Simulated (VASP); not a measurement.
# Ni (Fm-3m) in VASP: a series of runs, part 2 of 2

VASP 6.6.1. Earlier steps stand in the parts before.

## Step 3: Single point, PBE, collinear spin, ferromagnetic start

Contents of INCAR:

```
SYSTEM = Ni
  ALGO = Normal
  EDIFF = 1E-6
  ENCUT = 520
  GGA = PE
  ISIF = 2
  ISMEAR = -1
  ISPIN = 2
  LASPH = .TRUE.
  LCHARG = .FALSE.
  LMAXMIX = 4
  LORBIT = 11
  LREAL = .FALSE.
  LWAVE = .FALSE.
  MAGMOM = 0.8
  NBANDS = 15
  NELM = 150
  NUPDOWN = 0.8
  PREC = Accurate
  SIGMA = 0.05
```

Contents of KPOINTS:

```
k-points
0
G
  11 11 11
  0 0 0
```

Contents of POSCAR:

```
Ni
1.0
    0.0000000000      1.7375729330      1.7375729330
    1.7375729330      0.0000000000      1.7375729330
    1.7375729330      1.7375729330      0.0000000000
Ni
1
Direct
    0.0000000000      0.0000000000      0.0000000000
```

Potentials or basis: VASP PAW PBE potentials, release 64 (Ni).

Launch:

```console
$ cat potpaw_PBE.64/Ni/POTCAR > POTCAR
$ mpirun -np 1 vasp_std > vasp.out
```

OUTCAR:

```text
SYSTEM = Ni
   EDIFF = 1E-6
   ENCUT = 520
   GGA = PE
   ISIF = 2
   ISMEAR = -1
   ISPIN = 2
   LASPH = .TRUE.
   LORBIT = 11
   LREAL = .FALSE.
   NELM = 150
   NUPDOWN = 0.8
   PREC = Accurate

 ion  position               nearest neighbor table
   1  0.000  0.000  0.000-

  LATTYP: Found a face centered cubic cell.
 ALAT       =     3.4751458660

  Lattice vectors:
[... 1066 lines left out ...]
     14      49.3283      0.00000
     15      52.2369      0.00000

 [... further k-points ...]
[... 5 lines left out ...]
  --------------------------------------------------------------------------------------
  -------------------------------------------------------------------------------------
  Total        0.6325656      0.6325656      0.6325656     -0.0000000      0.0000000      0.0000000
  in kB       96.5955266     96.5955266     96.5955266     -0.0000000      0.0000000      0.0000000
  external PRESSURE =      96.5955266 kB  Pullay stress =       0.0000000 kB

 VOLUME and BASIS-vectors are now :
 -----------------------------------------------------------------------------
  energy-cutoff  :      520.00
  volume of cell :       10.49
      direct lattice vectors                 reciprocal lattice vectors
     0.000000000  1.737572933  1.737572933    -0.287757705  0.287757705  0.287757705
     1.737572933  0.000000000  1.737572933     0.287757705 -0.287757705  0.287757705
     1.737572933  1.737572933  0.000000000     0.287757705  0.287757705 -0.287757705

 POSITION                                       TOTAL-FORCE (eV/Angst)
 -----------------------------------------------------------------------------------
      0.00000      0.00000      0.00000        -0.000000      0.000000     -0.000000
 -----------------------------------------------------------------------------------
    total drift:                                0.000000     -0.000000     -0.000000

  FREE ENERGIE OF THE ION-ELECTRON SYSTEM (eV)
  ---------------------------------------------------
  free  energy   TOTEN  =        -5.4380001310 eV

  energy  without entropy=       -5.4243099044  energy(sigma->0) =       -5.43115502

 total charge

# of ion       s       p       d       tot
------------------------------------------
    1        0.519   0.541   8.312   9.373

 magnetization (x)

# of ion       s       p       d       tot
------------------------------------------
    1       -0.000  -0.017   0.820   0.803
```

stdout:

```text
POSCAR found type information on POSCAR Ni
 POSCAR found :  1 types and       1 ions
 scaLAPACK will be used
 LDA part: xc-table for (Slater+PW92), standard interpolation
 POSCAR, INCAR and KPOINTS ok, starting setup
 FFT: planning ... GRIDC
 FFT: planning ... GRID_SOFT
 FFT: planning ... GRID
 WAVECAR not read
 entering main loop
```

Run time: 23 s. Hardware: 1 thread of Intel Xeon 8259CL, shared host; peak memory 0.13 GiB.

What came out:

| Item | Value |
| --- | --- |
| Free energy | -5.4380 eV |
| Pressure | 9.7 GPa |
| Net moment | 0.80 μB per cell |
| Site moments | Ni +0.80 μB |
| Valence electrons inside the program's atomic spheres | Ni 9.37 |

Caveat: the total moment is fixed, so each spin has its own Fermi level.

## Step 4: Single point, PBE, collinear spin, ferromagnetic start

Contents of INCAR:

```
PREC = Accurate ; ENCUT = 520
EDIFF = 1E-7 ; ISMEAR = -1
SIGMA = 0.05 ; LREAL = False
LASPH = True ; NELM = 150
ALGO = Normal ; ISIF = 2
LWAVE = False ; LCHARG = True
ISPIN = 2 ; MAGMOM = 1
LORBIT = 11 ; NUPDOWN = 1.0
LMAXMIX = 4 ; GGA = PE
LELF = True ; LVHAR = True
NBANDS = 15
```

Contents of KPOINTS:

```
regular mesh
0
Gamma
  11 11 11
```

POSCAR is that of step 3.

Launch:

```console
$ cat potpaw_PBE.64/Ni/POTCAR > POTCAR
$ mpirun -np 1 vasp_std > vasp.out
```

Wall time 30 s (1 thread of Intel Xeon 8259CL, shared host); peak memory 0.13 GiB.

It converged, with:

* Free energy: -5.3626 eV
* Pressure: 11.7 GPa
* Net moment: 1.00 μB per cell
* Site moments: Ni +0.99 μB
* Valence electrons inside the program's atomic spheres: Ni 9.37

Caveat: the total moment is fixed, so each spin has its own Fermi level.

## Step 5: Single point, PBE, collinear spin, ferromagnetic start

Contents of INCAR:

```
SYSTEM = Ni
  PREC = Accurate
  ENCUT = 520
  EDIFF = 1E-7
  ISMEAR = -1
  SIGMA = 0.05
  LREAL = .False.
  LASPH = .True.
  NELM = 150
  ALGO = Normal
  ISIF = 2
  LWAVE = .False.
  LCHARG = .False.
  ISPIN = 2
  MAGMOM = 1.2
  LORBIT = 11
  NUPDOWN = 1.2
  LMAXMIX = 4
  GGA = PE
  NBANDS = 15
```

Contents of KPOINTS:

```
Automatic mesh
0
Gamma
  11 11 11
  0 0 0
```

POSCAR is that of step 4.

Launch:

```console
$ cat potpaw_PBE.64/Ni/POTCAR > POTCAR
$ mpirun -np 1 vasp_std > vasp.out
```

It took 33 s on 1 thread of Intel Xeon 8259CL, shared host; peak memory 0.13 GiB.

It converged, with:

* Free energy: -5.1995 eV
* Pressure: 14.9 GPa
* Net moment: 1.20 μB per cell
* Site moments: Ni +1.18 μB
* Valence electrons inside the program's atomic spheres: Ni 9.36

Caveat: the total moment is fixed, so each spin has its own Fermi level.

## Step 6: Single point, PBE, collinear spin, ferromagnetic start

Contents of INCAR:

```
SYSTEM = Ni
PREC = Accurate
ENCUT = 520
EDIFF = 1E-7
ISMEAR = -1
SIGMA = 0.05
LREAL = .FALSE.
LASPH = .TRUE.
NELM = 150
ALGO = Normal
ISIF = 2
LWAVE = .FALSE.
LCHARG = .TRUE.
ISPIN = 2
MAGMOM = 1.5
LORBIT = 11
NUPDOWN = 1.5
LMAXMIX = 4
GGA = PE
LELF = .TRUE.
LVHAR = .TRUE.
NBANDS = 15
```

Contents of KPOINTS:

```
regular mesh
0
G
  11 11 11
  0 0 0
```

POSCAR is that of step 5.

Potentials or basis: VASP PAW PBE potentials, release 64 (Ni).

Launch:

```console
$ cat potpaw_PBE.64/Ni/POTCAR > POTCAR
$ mpirun -np 1 vasp_std > vasp.out
```

It took 36 s on 1 thread of Intel Xeon 8259CL, shared host; peak memory 0.13 GiB.

The run converged. Its results:

```yaml
Free_energy: -4.8242 eV
Pressure: 21.0 GPa
Net_moment: 1.50 μB per cell
Site_moments: Ni +1.45 μB
Valence_electrons_inside_the_program's_atomic_spheres: Ni 9.34
```

Caveat: the total moment is fixed, so each spin has its own Fermi level.

## Step 7: The runs side by side

| fixed moment (μB) | pressure (GPa) | moment (μB) |
| --- | --- | --- |
| 0.5 | 7.5 | 0.50 |
| 0.8 | 9.7 | 0.80 |
| 1.0 | 11.7 | 1.00 |
| 1.2 | 14.9 | 1.20 |
| 1.5 | 21.0 | 1.50 |

Alike in all rows: task single point; level PBE; potentials or basis VASP PAW PBE potentials, release 64 (Ni); spin collinear, ferromagnetic start; cell as given; k mesh 11 × 11 × 11; cutoff (eV) 520; smearing fermi-dirac 0.05 eV.

Caveats: the total moment is fixed, so each spin has its own Fermi level.

Absolute energies hang on the potentials; compare differences alone.
